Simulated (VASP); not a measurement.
The system is SnOs2.

```
CELL_PARAMETERS angstrom
4.37122 0.00000 0.00000
-2.18561 3.78559 0.00000
0.00000 0.00000 3.13949
ATOMIC_POSITIONS crystal
Sn 0.00000 0.00000 0.00000
Os 0.33333 0.66667 0.50000
Os 0.66667 0.33333 0.50000
```

```yaml
Program: VASP 6.6.1
Task: relaxation of cell and atoms
Functional: PBE
Potentials_or_basis: VASP PAW PBE potentials, release 64 (Sn_d, Os)
Cutoff: 600 eV
k_mesh: 12 × 12 × 14
Occupations: gaussian, width 0.1 eV
Spin: no spin polarisation
```

At the start: pressure -0.3 GPa; volume 17.32 Å³/atom.

How do energy, volume and symmetry change on relaxing?

Over 5 steps the energy falls by 3.1 meV/atom and the volume is 17.14 Å³/atom (-1.0 %); space group P6/mmm (No. 191, to 0.1 Å) before and after.

The path:
```csv
step,energy change (eV),largest force (eV/Å),pressure (GPa),volume (Å³)
1,0.0000,0.0000,-0.30,51.95
2,-0.0079,0.0000,-0.51,51.70
3,-0.0091,0.0000,-0.59,51.57
4,-0.0071,0.0000,1.86,51.00
5,-0.0094,0.0000,0.03,51.42
```

Final structure:
```cif
data_structure
_symmetry_space_group_name_H-M 'P 1'
_symmetry_Int_Tables_number 1
_cell_length_a 4.3933
_cell_length_b 4.3933
_cell_length_c 3.0762
_cell_angle_alpha 90.000
_cell_angle_beta 90.000
_cell_angle_gamma 120.000
_cell_volume 51.42
loop_
_atom_site_label
_atom_site_type_symbol
_atom_site_fract_x
_atom_site_fract_y
_atom_site_fract_z
_atom_site_occupancy
Sn1 Sn 0.00000 0.00000 0.00000 1
Os1 Os 0.33333 0.66667 0.50000 1
Os2 Os 0.66667 0.33333 0.50000 1
```
